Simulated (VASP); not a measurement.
Here is a VASP 6.6.1 calculation.

File INCAR:

```
PREC = Accurate ; ENCUT = 600
EDIFF = 1E-6 ; ISMEAR = -1
SIGMA = 0.05 ; LREAL = F
LASPH = T ; NELM = 100
ALGO = Normal ; ISIF = 3
LWAVE = F ; LCHARG = F
GGA = RP ; IBRION = 2
NSW = 60 ; EDIFFG = -0.01
```

The input KPOINTS:

```
Automatic mesh
0
Gamma
  10 10 10
```

Contents of POSCAR:

```
Hf
1.0
    0.0000000000      2.2200000000      2.2200000000
    2.2200000000      0.0000000000      2.2200000000
    2.2200000000      2.2200000000      0.0000000000
Hf
1
Direct
    0.0000000000      0.0000000000      0.0000000000
```

Potentials or basis: VASP PAW PBE potentials, release 64 (Hf_pv).

Command:

```console
$ cat potpaw_PBE.64/Hf_pv/POTCAR > POTCAR
$ mpirun -np 1 vasp_std > vasp.out
```

Q: Estimate the space group after relaxing (to 0.05 Å).

A: Fm-3m (No. 225).

Q: Predict the relaxed cell.

A: a = 3.196 Å, b = 3.196 Å, c = 3.196 Å, α = 60.00°, β = 60.00°, γ = 60.00°.

Q: Predict the relaxed volume.

A: 23.08 Å³/atom.

Q: Estimate the band gap on the k mesh.

A: Zero (band 5 reaches 6.04 eV, above the bottom of band 6 at 4.25 eV).

Step by step:
```csv
step,energy change (eV),largest force (eV/Å),pressure (GPa),volume (Å³)
1,0.0000,0.0000,5.57,21.88
2,0.0009,0.0000,-4.80,24.38
3,-0.0196,0.0000,-0.04,23.08
```

Caveat: the PAW data sets were made with another functional, which shifts forces and pressure a little; spin-orbit coupling is left out, which moves the levels of the heavy elements. Zero-point motion and thermal expansion aren't in these numbers.
